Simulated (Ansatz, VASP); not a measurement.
# Hf2ClO4: VASP beside Ansatz

The input INCAR:

```
SYSTEM = Hf2ClO4
PREC = Accurate ; ENCUT = 520
EDIFF = 1E-6 ; ISMEAR = 0
SIGMA = 0.05 ; LREAL = .FALSE.
LASPH = .TRUE. ; NELM = 200
ALGO = Normal ; ISIF = 2
LWAVE = .FALSE. ; LCHARG = .FALSE.
ISPIN = 2 ; MAGMOM = 0 0 0 0 0 0 1
LORBIT = 11 ; LMAXMIX = 4
LDIPOL = .TRUE. ; IDIPOL = 3
DIPOL = 0.5 0.5 0.318 ; GGA = PE
IVDW = 12 ; NBANDS = 38
GGA_COMPAT = .FALSE. ; NELMDL = -8
```

Contents of KPOINTS:

```
regular mesh
0
G
  9 9 1
  0 0 0
```

File POSCAR:

```
Hf2ClO4
1.0
    3.5874453701      0.0000000000      0.0000000000
   -1.7937226850      3.1068188252      0.0000000000
    0.0000000000      0.0000000000     21.4612281329
O Hf Cl
4 2 1
Direct
    0.0000000000      0.0000000000      0.1863826234
    0.3333333333      0.6666666667      0.2546251504
    0.6666666667      0.3333333333      0.3182215794
    0.0000000000      0.0000000000      0.3895969085
    0.6666666667      0.3333333333      0.2205038869
    0.3333333333      0.6666666667      0.3527665830
    0.3333333333      0.6666666667      0.5060860481
```

Input for Ansatz:

```yaml
crystal:
  lattice:
    - [3.5874453701, 0.0, 0.0]
    - [-1.793722685, 3.1068188252, 0.0]
    - [0.0, 0.0, 21.4612281329]
  atoms:
    - { symbol: O, position: [0.0, 0.0, 0.1863826234] }
    - { symbol: Hf, position: [0.6666666667, 0.3333333333, 0.2205038869] }
    - { symbol: O, position: [0.3333333333, 0.6666666667, 0.2546251504] }
    - { symbol: O, position: [0.6666666667, 0.3333333333, 0.3182215794] }
    - { symbol: Hf, position: [0.3333333333, 0.6666666667, 0.352766583] }
    - { symbol: O, position: [0.0, 0.0, 0.3895969085] }
    - { symbol: Cl, position: [0.3333333333, 0.6666666667, 0.5060860481], spin: 1.0 }
basis:
  ecutwfc: 420
kpoints:
  mp_grid: { grid: [9, 9, 1] }
hamiltonian:
  xc: pbe
  pseudopotentials: { kind: paw, azcp: { folder: soft_1 } }
  dispersion: d3bj
scf:
  occupations: { method: gaussian, width: 0.05 }
output:
  forces: true
  eigenvalues: true
  populations: true
magnetization:
  spin_polarized: true
efield:
  axis: 3
  dipole_correction: true
  ramp_width: 0.04
```

Alike in both runs: task single point; functional PBE; dispersion D3(BJ); k mesh 9 × 9 × 1; occupations gaussian, width 0.05 eV; collinear spin.

|  | VASP | Ansatz |
| --- | --- | --- |
| version | VASP 6.6.1 | Ansatz 0.2.0 |
| potentials or method | VASP PAW PBE potentials, release 64 (O, Hf_pv, Cl), cutoff 520 eV | scalar-relativistic, plane waves, PAW |
| valence electrons in the cell | 51 | 83 |

|  | VASP | Ansatz | Ansatz less VASP |
| --- | --- | --- | --- |
| gap on the k mesh at the Fermi level (eV) | none | none | - |
| rms of the force components (eV/Å) | 0.317 | 0.328 | +0.0115 |
| net moment per atom (μB) | 0.14 | 0.14 | 0.000 |
| size of the moment on the site where the two differ most (μB) | 0.67 | 0.82 | +0.155 |

Site moments also hang on the region over which each program counts them. A gap of «none» marks a metal or a gap that the smearing closes. VASP's potentials hold 51 valence electrons a cell and Ansatz's 83, so a difference there can come from the potentials and not from the codes. Ansatz's warnings: stability check not made.

Neither program's run includes spin-orbit coupling.
